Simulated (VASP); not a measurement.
A run of VASP 6.6.1:

The input INCAR:

```
  ALGO = Normal
  EDIFF = 1E-6
  ENCUT = 500
  GGA = PE
  GGA_COMPAT = False
  ISIF = 2
  ISMEAR = 0
  LASPH = True
  LCHARG = False
  LREAL = False
  LWAVE = False
  NBANDS = 15
  NELM = 120
  PREC = Accurate
  SIGMA = 0.01
```

Contents of KPOINTS:

```
k-points
0
Gamma
  6 6 6
```

POSCAR

```
RbCl
1.0
    0.0000000000      3.3058128251      3.3058128251
    3.3058128251      0.0000000000      3.3058128251
    3.3058128251      3.3058128251      0.0000000000
Rb Cl
1 1
Direct
    0.0000000000      0.0000000000      0.0000000000
    0.5000000000      0.5000000000      0.5000000000
```

Potentials or basis: VASP PAW PBE potentials, release 64 (Rb_sv, Cl).

Command:

```console
$ cat potpaw_PBE.64/Rb_sv/POTCAR potpaw_PBE.64/Cl/POTCAR > POTCAR
$ mpirun -np 1 vasp_std > vasp.out
```

Hardware: 1 thread of AMD EPYC 7R43 64-Core Processor (Zen 3) (shared host).

Question: Estimate the wall time of this run.

Answer: It took 23 s on 1 thread of AMD EPYC 7R43 64-Core Processor (Zen 3), on a shared host, peak memory 0.17 GiB. Counts: scf iterations 13, k points 16.
